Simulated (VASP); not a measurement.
Input of a VASP 6.6.1 run:

File POSCAR:

```
HfSnO4
1.0
    3.5642923140      0.0000000000      0.0000000000
    0.0000000000      3.5642923140      0.0000000000
    0.0000000000      0.0000000000      5.3382279969
Sn Hf O
1 1 4
Direct
    0.5000000000      0.5000000000      0.5000000000
    0.0000000000      0.0000000000      0.0000000000
    0.5000000000      0.0000000000      0.6843683553
    0.0000000000      0.5000000000      0.8180465337
    0.0000000000      0.5000000000      0.3156316447
    0.5000000000      0.0000000000      0.1819534663
```

INCAR.step1

```
PREC = Accurate
ENCUT = 520
ISMEAR = 0
SIGMA = 0.01
LREAL = False
LASPH = True
NELM = 80
NBANDS = 33
GGA = PE
ALGO = Normal
EDIFF = 1E-4
LWAVE = True
LCHARG = False
```

The input INCAR.step2:

```
PREC = Accurate
ENCUT = 520
EDIFF = 1E-6
ISMEAR = 0
SIGMA = 0.01
LREAL = False
LASPH = True
NELM = 80
ALGO = Normal
ISIF = 2
LWAVE = False
LCHARG = False
METAGGA = R2SCAN
LMIXTAU = True
NBANDS = 33
ISTART = 1
```

Contents of KPOINTS:

```
regular mesh
0
Gamma
  8 8 6
```

Potentials or basis: VASP PAW PBE potentials, release 64 (Sn_d, Hf_pv, O).

Command:

```sh
$ cat potpaw_PBE.64/Sn_d/POTCAR potpaw_PBE.64/Hf_pv/POTCAR potpaw_PBE.64/O/POTCAR > POTCAR
$ cp INCAR.step1 INCAR
$ mpirun -np 1 vasp_std > vasp.out
$ cp INCAR.step2 INCAR
$ mpirun -np 1 vasp_std > vasp.out
```

(1) Predict the band gap on the k mesh.

(2) Estimate the pressure.

## Answers

(1) 2.58 eV (least direct gap 2.76 eV).

(2) -1.1 GPa.

Caveat: the PAW data sets were made with another functional, which shifts forces and pressure a little; spin-orbit coupling is left out, which moves the levels of the heavy elements.
